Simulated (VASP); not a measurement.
# SnSe2 (P-3m1) in VASP: a series of runs

SnSe2 is run at these levels: PBEsol; tasks: single point.

Everything below comes from runs of VASP 6.6.1. Logs are shortened: lines on timing, memory, paths and dates and some standing lists are left out, and cuts for length are marked.

## (1) The cell of the first run

Symmetry: P-3m1, No. 164, trigonal system. Conventional cell: a = 3.707 Å, b = 3.707 Å, c = 5.968 Å, α = 90.00°, β = 90.00°, γ = 120.00°. Within 3.4 Å of Sn (site symmetry -3m) lie 6 Se at 2.61 Å. Se (site symmetry 3m) has 3 Sn at 2.61 Å within 3.4 Å.

## (2) Single point, PBEsol

INCAR reads:

```
SYSTEM = SnSe2
PREC = Accurate
ENCUT = 520
EDIFF = 1E-6
ISMEAR = 0
SIGMA = 0.01
LREAL = .FALSE.
LASPH = .TRUE.
NELM = 80
ALGO = Normal
ISIF = 2
LWAVE = .FALSE.
LCHARG = .FALSE.
GGA = PS
NBANDS = 20
```

KPOINTS reads:

```
regular mesh
0
G
  12 12 4
  0 0 0
```

POSCAR reads:

```
SnSe2
1.0
    3.7065360167      0.0000000000      0.0000000000
   -1.8532680084      3.2099545316      0.0000000000
    0.0000000000      0.0000000000      5.9678050377
Sn Se
1 2
Direct
    0.0000000000      0.0000000000      0.0000000000
    0.3333333333      0.6666666667      0.2490000000
    0.6666666667      0.3333333333      0.7510000000
```

Potentials or basis: VASP PAW PBE potentials, release 64 (Sn_d, Se).

Command:

```bash
> cat potpaw_PBE.64/Sn_d/POTCAR potpaw_PBE.64/Se/POTCAR > POTCAR
> mpirun -np 1 vasp_std > vasp.out
```

OUTCAR:

```text
SYSTEM = SnSe2
   PREC = Accurate
   ENCUT = 520
   EDIFF = 1E-6
   ISMEAR = 0
   LREAL = .FALSE.
   LASPH = .TRUE.
   NELM = 80
   ISIF = 2
   GGA = PS

 ion  position               nearest neighbor table
   1  0.000  0.000  0.000-   2 2.61   3 2.61   3 2.61   2 2.61   3 2.61   2 2.61
   2  0.333  0.667  0.249-   1 2.61   1 2.61   1 2.61
   3  0.667  0.333  0.751-   1 2.61   1 2.61   1 2.61

  LATTYP: Found a hexagonal cell.
 ALAT       =     3.7065360167
 C/A-ratio  =     1.6100760955

  Lattice vectors:

 A1 = (   3.7065360167,   0.0000000000,   0.0000000000)
 A2 = (  -1.8532680084,   3.2099545316,   0.0000000000)
 A3 = (   0.0000000000,   0.0000000000,   5.9678050377)

Analysis of symmetry for initial positions (statically):
=====================================================================
 Subroutine PRICEL returns:
 Original cell was already a primitive cell.

 Routine SETGRP: Setting up the symmetry group for a
 hexagonal supercell.

 Subroutine GETGRP returns: Found 12 space group operations
 (whereof 12 operations were pure point group operations)
 out of a pool of 24 trial point group operations.

The static configuration has the point symmetry D_3d.

Analysis of symmetry for dynamics (positions and initial velocities):
=====================================================================
 Subroutine PRICEL returns:
 Original cell was already a primitive cell.

 Routine SETGRP: Setting up the symmetry group for a
 hexagonal supercell.

 Subroutine GETGRP returns: Found 12 space group operations
 (whereof 12 operations were pure point group operations)
 out of a pool of 24 trial point group operations.

The dynamic configuration has the point symmetry D_3d.

 Subroutine INISYM returns: Found 12 space group operations
 (whereof 12 operations are pure point group operations),
 and found     1 'primitive' translations

----------------------------------------------------------------------------------------

                                     Primitive cell

  volume of cell :      71.0038

  direct lattice vectors                    reciprocal lattice vectors
     3.706536017  0.000000000  0.000000000     0.269793682  0.155765446  0.000000000
    -1.853268008  3.209954532  0.000000000     0.000000000  0.311530892  0.000000000
     0.000000000  0.000000000  5.967805038     0.000000000  0.000000000  0.167565796

  length of vectors
     3.706536017  3.706536174  5.967805038     0.311530906  0.311530892  0.167565796

  position of ions in fractional coordinates (direct lattice)
     0.000000000  0.000000000  0.000000000
     0.333333333  0.666666667  0.249000000
     0.666666667  0.333333333  0.751000000

  ion indices of the primitive-cell ions
   primitive index   ion index
                 1           1
                 2           2
                 3           3

----------------------------------------------------------------------------------------

 KPOINTS: regular mesh

Automatic generation of k-mesh.
 Grid dimensions read from file:
 generate k-points for:   12   12    4

 Generating k-lattice:

  Cartesian coordinates                     Fractional coordinates (reciprocal lattice)
     0.022482807  0.012980454  0.000000000     0.083333333  0.000000000  0.000000000
     0.000000000  0.025960908  0.000000000     0.000000000  0.083333333  0.000000000
     0.000000000  0.000000000  0.041891449     0.000000000  0.000000000  0.250000000

  Length of vectors
     0.025960909  0.025960908  0.041891449

  Shift w.r.t. Gamma in fractional coordinates (k-lattice)
     0.000000000  0.000000000  0.000000000

 Subroutine IBZKPT returns following result:
 ===========================================

 Found     69 irreducible k-points:

 Following reciprocal coordinates:
            Coordinates               Weight
  0.000000  0.000000  0.000000      1.000000
  0.083333  0.000000  0.000000      6.000000
  0.166667 -0.000000  0.000000      6.000000
  0.250000  0.000000  0.000000      6.000000
  0.333333  0.000000  0.000000      6.000000
  0.416667  0.000000  0.000000      6.000000
[... 16 lines left out ...]
  0.166667 -0.000000  0.250000      6.000000
  0.000000  0.166667  0.250000      6.000000
 [... further k-points ...]
   k-points           NKPTS =     69   k-points in BZ     NKDIM =     69   number of bands    NBANDS=     20
   number of dos      NEDOS =    301   number of ions     NIONS =      3
   total plane-waves  NPLWV =  37632
   dimension x,y,z NGX =    28 NGY =   28 NGZ =   48
   dimension x,y,z NGXF=    56 NGYF=   56 NGZF=   96
   ions per type =               1   2
   NGX,Y,Z   is equivalent  to a cutoff of  12.56, 12.56, 13.37 a.u.
   NGXF,Y,Z  is equivalent  to a cutoff of  25.12, 25.12, 26.74 a.u.
 SYSTEM =  SnSe2
   PREC   = accura    normal or accurate (medium, high low for compatibility)
   ISTART =      0    job   : 0-new  1-cont  2-samecut
   ICHARG =      2    charge: 1-file 2-atom 10-const
   ISPIN  =      1    spin polarized calculation?
   LNONCOLLINEAR =      F non collinear calculations
   LSORBIT =      F    spin-orbit coupling
   LASPH  =      T    aspherical Exc in radial PAW
   ENCUT  =  520.0 eV  38.22 Ry    6.18 a.u.   6.89  6.89 11.10*2*pi/ulx,y,z
   NELM   =     80;   NELMIN=  2; NELMDL= -5     # of ELM steps
   EDIFF  = 0.1E-05   stopping-criterion for ELM
   LREAL  =      F    real-space projection
   EDIFFG = 0.1E-04   stopping-criterion for IOM
   NSW    =      0    number of steps for IOM
   IBRION =     -1    ionic relax: 0-MD 1-quasi-New 2-CG
   NFREE  =      0    steps in history (QN), initial steepest desc. (CG)
   ISIF   =      2    stress and relaxation
   ISYM   =      2    0-nonsym 1-usesym 2-fastsym
   POTIM  = 0.5000    time-step for ionic-motion
   TEBEG  =    0.0;   TEEND  =   0.0 temperature during run
   PSTRESS=    0.0 pullay stress
   NELECT =      26.0000    total number of electrons
   NUPDOWN=      -1.0000    fix difference up-down
   EMIN   =  10.00;   EMAX   =-10.00  energy-range for DOS
   EFERMI =   0.00;   METHOD = LEGACY
   ISMEAR =     0;   SIGMA  =   0.01  broadening in eV -4-tet -1-fermi 0-gaus
   EFERMI_NEDOS =   21; number of points for ismear=-14 and -15
   IALGO  =     38    algorithm
   IMIX   =      4    mixing-type and parameters
     AMIX     =   0.40;   BMIX     =  1.00
     AMIX_MAG =   1.60;   BMIX_MAG =  1.00
  volume/ion in A,a.u.               =      23.67       159.72
  Fermi-wavevector in a.u.,A,eV,Ry     =   1.171221  2.213286 18.663897  1.371758
  Thomas-Fermi vector in A             =   2.307668
   LORBIT       =      0    0 simple, 1 ext, 2 COOP (PROOUT), +10 PAW based schemes
   GGA     = PS    functional components
   LHFCALC =     F    Hartree Fock is set to
   AEXX    =    0.0000 exact exchange contribution
   IVDW    =     0    specifies the selected vdW correction
   LEPSILON=     F    determine dielectric tensor
   LRPA    =     F    only Hartree local field effects (RPA)
 non-spin polarized calculation
 Gauss-broadening in eV      SIGMA  =   0.01
  energy-cutoff  :      520.00
  volume of cell :       71.00
 maximum number of plane-waves:      1926
   NGX = 13   NGY = 13   NGZ = 23

 number of electron      25.9999996 magnetization

 Free energy of the ion-electron system (eV)
  ---------------------------------------------------
  ext. energy  EPLUGINS =         0.00000000
  ---------------------------------------------------
  free energy    TOTEN  =       -12.70431016 eV

  energy without entropy =      -12.70431016  energy(sigma->0) =      -12.70431016

 E-fermi :   5.1210     XC(G=0): -10.0201

 val. band max:        5.0323284845   @ k =   0.0833   0.0833   0.0000
 cond. band min:       5.8117429479   @ k =   0.5000   0.0000   0.2500
 fundamental gap:      0.7794144634
 Fermi energy:         5.1209614853

 k-point     1 :       0.0000    0.0000    0.0000
  band No.  band energies     occupation
      1     -16.3130      2.00000
      2     -16.3130      2.00000
      3     -16.2550      2.00000
      4     -16.2327      2.00000
      5     -16.2327      2.00000
      6      -9.7112      2.00000
[... 12 lines left out ...]
     19      13.9662      0.00000
     20      13.9662      0.00000

 k-point     2 :       0.0833    0.0000    0.0000
  band No.  band energies     occupation
      1     -16.3185      2.00000
      2     -16.3096      2.00000
      3     -16.2520      2.00000
      4     -16.2350      2.00000
      5     -16.2319      2.00000
      6      -9.6317      2.00000
[... 12 lines left out ...]
     19      13.3827      0.00000
     20      14.0518      0.00000

 k-point     3 :       0.1667   -0.0000    0.0000
  band No.  band energies     occupation
      1     -16.3343      2.00000
      2     -16.3012      2.00000
      3     -16.2466      2.00000
      4     -16.2378      2.00000
      5     -16.2290      2.00000
      6      -9.3968      2.00000
[... 12 lines left out ...]
     19      13.1666      0.00000
     20      14.1877      0.00000

 k-point     4 :       0.2500    0.0000    0.0000
  band No.  band energies     occupation
      1     -16.3573      2.00000
      2     -16.2926      2.00000
      3     -16.2521      2.00000
      4     -16.2273      2.00000
      5     -16.2220      2.00000
      6      -9.0195      2.00000
[... 12 lines left out ...]
     19      13.1069      0.00000
     20      14.6320      0.00000

 k-point     5 :       0.3333    0.0000    0.0000
  band No.  band energies     occupation
      1     -16.3810      2.00000
      2     -16.2874      2.00000
      3     -16.2593      2.00000
      4     -16.2142      2.00000
      5     -16.2114      2.00000
      6      -8.5335      2.00000
[... 12 lines left out ...]
     19      14.0199      0.00000
     20      14.8626      0.00000

 k-point     6 :       0.4167    0.0000    0.0000
  band No.  band energies     occupation
      1     -16.3985      2.00000
      2     -16.2855      2.00000
      3     -16.2645      2.00000
      4     -16.2045      2.00000
      5     -16.2017      2.00000
      6      -8.0219      2.00000
[... 12 lines left out ...]
     19      14.8999      0.00000
     20      15.4472      0.00000

 k-point     7 :       0.5000    0.0000    0.0000
  band No.  band energies     occupation
      1     -16.4050      2.00000
      2     -16.2851      2.00000
      3     -16.2663      2.00000
      4     -16.2010      2.00000
      5     -16.1978      2.00000
      6      -7.7358      2.00000
[... 12 lines left out ...]
     19      15.2839      0.00000
     20      15.7264      0.00000
[... 277 lines left out ...]
 k-point    20 :       0.0000    0.0000    0.2500
  band No.  band energies     occupation
      1     -16.3130      2.00000
      2     -16.3130      2.00000
      3     -16.2549      2.00000
      4     -16.2327      2.00000
      5     -16.2327      2.00000
      6      -9.6252      2.00000
[... 12 lines left out ...]
     19      13.5982      0.00000
     20      13.5984      0.00000

 k-point    21 :       0.0833    0.0000    0.2500
  band No.  band energies     occupation
      1     -16.3185      2.00000
      2     -16.3096      2.00000
      3     -16.2520      2.00000
      4     -16.2350      2.00000
      5     -16.2320      2.00000
      6      -9.5461      2.00000
[... 12 lines left out ...]
     19      13.3313      0.00000
     20      13.9048      0.00000

 k-point    22 :       0.0000    0.0833    0.2500
  band No.  band energies     occupation
      1     -16.3185      2.00000
      2     -16.3096      2.00000
      3     -16.2520      2.00000
      4     -16.2351      2.00000
      5     -16.2319      2.00000
      6      -9.5460      2.00000
[... 12 lines left out ...]
     19      13.3283      0.00000
     20      13.6048      0.00000

 k-point    23 :       0.1667   -0.0000    0.2500
  band No.  band energies     occupation
      1     -16.3344      2.00000
      2     -16.3012      2.00000
      3     -16.2465      2.00000
      4     -16.2378      2.00000
      5     -16.2290      2.00000
      6      -9.3127      2.00000
[... 12 lines left out ...]
     19      13.2072      0.00000
     20      14.3320      0.00000

 k-point    24 :       0.0000    0.1667    0.2500
  band No.  band energies     occupation
      1     -16.3344      2.00000
      2     -16.3012      2.00000
      3     -16.2466      2.00000
      4     -16.2378      2.00000
      5     -16.2290      2.00000
      6      -9.3118      2.00000
[... 12 lines left out ...]
     19      13.0403      0.00000
     20      13.8356      0.00000

 [... further k-points ...]
[... 5 lines left out ...]
  --------------------------------------------------------------------------------------
  -------------------------------------------------------------------------------------
  Total        4.3616643      4.3616648      5.0898783     -0.0000000      0.0000000      0.0000000
  in kB       98.4194855     98.4194966    114.8513879     -0.0000000      0.0000000      0.0000000
  external PRESSURE =     103.8967900 kB  Pullay stress =       0.0000000 kB

 VOLUME and BASIS-vectors are now :
 -----------------------------------------------------------------------------
  energy-cutoff  :      520.00
  volume of cell :       71.00
      direct lattice vectors                 reciprocal lattice vectors
     3.706536017  0.000000000  0.000000000     0.269793682  0.155765446  0.000000000
    -1.853268008  3.209954532  0.000000000     0.000000000  0.311530892  0.000000000
     0.000000000  0.000000000  5.967805038     0.000000000  0.000000000  0.167565796

 POSITION                                       TOTAL-FORCE (eV/Angst)
 -----------------------------------------------------------------------------------
      0.00000      0.00000      0.00000        -0.000000      0.000000      0.000000
     -0.00000      2.13997      1.48598         0.000000      0.000000      1.572013
      1.85327      1.06998      4.48182        -0.000000     -0.000000     -1.572013
 -----------------------------------------------------------------------------------
    total drift:                                0.000000      0.000000     -0.000000

  FREE ENERGIE OF THE ION-ELECTRON SYSTEM (eV)
  ---------------------------------------------------
  free  energy   TOTEN  =       -12.7043101568 eV

  energy  without entropy=      -12.7043101568  energy(sigma->0) =      -12.70431016
```

Run time: 1.8 min. Hardware: 1 thread of Intel Xeon 6975P-C, shared host; peak memory 0.24 GiB.

Results:

* Free energy: -12.7043 eV
* Pressure: 10.4 GPa
* Largest force: 1.572 eV/Å
* Band gap on the k mesh: 0.78 eV, indirect (least direct gap 1.38 eV)

Forces on the atoms (eV/Å):
```
Sn   0.000  0.000  0.000
Se   0.000  0.000  1.572
Se   0.000  0.000 -1.572
```

Caveat: the PAW data sets were made with another functional, which shifts forces and pressure a little; spin-orbit coupling is left out, which moves the levels of the heavy elements; this functional lacks dispersion, which binds the layers, so the pressure and a relaxed spacing across them are unreliable. A k mesh can miss the band edges.

[end of part 1 of 2]
